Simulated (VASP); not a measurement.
ScBr2, 6 atoms in the cell. The cell holds a sheet with vacuum, 6 atoms: a = 3.968 Å, b = 6.304 Å, c = 32.283 Å, α = 90.00°, β = 90.00°, γ = 90.00°. 

| Item | Value |
| --- | --- |
| Program | VASP 6.6.1 |
| Task | single point |
| Functional | PBE |
| Potentials or basis | VASP PAW PBE potentials, release 64 (Sc_sv, Br) |
| Cutoff | 520 eV |
| k mesh | 10 × 6 × 1 |
| Occupations | gaussian, width 0.1 eV |
| Spin | no spin polarisation |
| Dipole correction | yes |
| Further INCAR settings | ALGO = Normal; EDIFF = 1e-07; NBANDS = 34 |

Potentials or basis: VASP PAW PBE potentials, release 64 (Sc_sv, Br).

Run with:

```console
$ cat potpaw_PBE.64/Sc_sv/POTCAR potpaw_PBE.64/Br/POTCAR > POTCAR
$ mpirun -np 1 vasp_std > vasp.out
```

Hardware: 1 thread of AMD EPYC 9R45 (Zen 5), on a shared host.

**Question.** Estimate the wall time of this run.

**Answer.** Run time: 24 min on 1 thread of AMD EPYC 9R45 (Zen 5), with other jobs on the host, peak memory 0.98 GiB. Counts: scf iterations 28, k points 24.
